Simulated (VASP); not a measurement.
The system is CuAu.

```
Au Cu
1.0
     1.43337    0.82756    4.22760
    -1.43337    0.82756    4.22760
     0.00000   -1.65511    4.22760
Au Cu
1 1
Direct
  0.00000 0.00000 0.00000
  0.50000 0.50000 0.50000
```

This cell differs from its parent crystal: volume scaled by 0.98.

Base run:

```yaml
Program: VASP 6.6.1
Functional: LDA
Potentials_or_basis: VASP PAW LDA potentials, release 64 (Au, Cu)
Cutoff: 520 eV
k_mesh: 11 × 11 × 11
Occupations: fermi-dirac, width 0.05 eV
Spin: no spin polarisation
```

Its results: band gap on the k mesh zero (band 11 reaches 10.16 eV, above the bottom of band 12 at 5.88 eV); pressure -8.7 GPa.

Q: After a change of settings the same cell gave: band gap on the k mesh zero (band 11 reaches 10.16 eV, above the bottom of band 12 at 5.88 eV); pressure -9.9 GPa. Which change was it?
A. further incar settings from ALGO = Fast; EDIFF = 1e-06; NBANDS = 18 to ALGO = Normal; EDIFF = 1e-06; NBANDS = 18
B. functional from LDA to PBEsol; potentials or basis from VASP PAW LDA potentials, release 64 (Au, Cu) to VASP PAW PBE potentials, release 64 (Au, Cu)
C. potentials or basis from VASP PAW LDA potentials, release 64 (Au, Cu) to VASP PAW LDA potentials, release 64 (Au_sv_GW, Cu_sv_GW); cutoff from 520 eV to 700 eV; further incar settings from ALGO = Fast; EDIFF = 1e-06; NBANDS = 18 to ALGO = Normal; EDIFF = 1e-06; NBANDS = 26; valence electrons from 22 to 38

A: A.

Caveats: spin-orbit coupling is left out, which moves the levels of the heavy elements.
